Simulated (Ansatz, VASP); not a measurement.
**One calculation of Sb, two programs**

```
Sb
1.0
     4.06850    0.00000    0.00000
    -2.03425    3.52342    0.00000
     0.00000    0.00000   27.10000
Sb
2
Direct
  0.33333 0.66667 0.25830
  0.66667 0.33333 0.31919
```

Alike in both runs: functional PBE; dispersion D3(BJ); k mesh 12 × 12 × 1; occupations gaussian, width 0.03 eV; no spin polarisation.

Ansatz relaxed the structure, and its values are those at the end. VASP's run is a single point on that final structure, the one shown.

|  | VASP | Ansatz |
| --- | --- | --- |
| version | VASP 6.6.1 | Ansatz 0.2.0 |
| potentials or method | VASP PAW PBE potentials, release 64 (Sb_d_GW), cutoff 400 eV | scalar-relativistic, plane waves, PAW |
| valence electrons in the cell | 30 | 30 |

|  | VASP | Ansatz | Ansatz less VASP |
| --- | --- | --- | --- |
| gap on the k mesh at the Fermi level (eV) | 1.18 | 1.18 | -0.002 |
| least direct gap on the mesh (eV) | 1.66 | 1.67 | +0.002 |

Ansatz's warnings: slab cell height set, structure snapped to symmetry.

Spin-orbit coupling is off throughout.
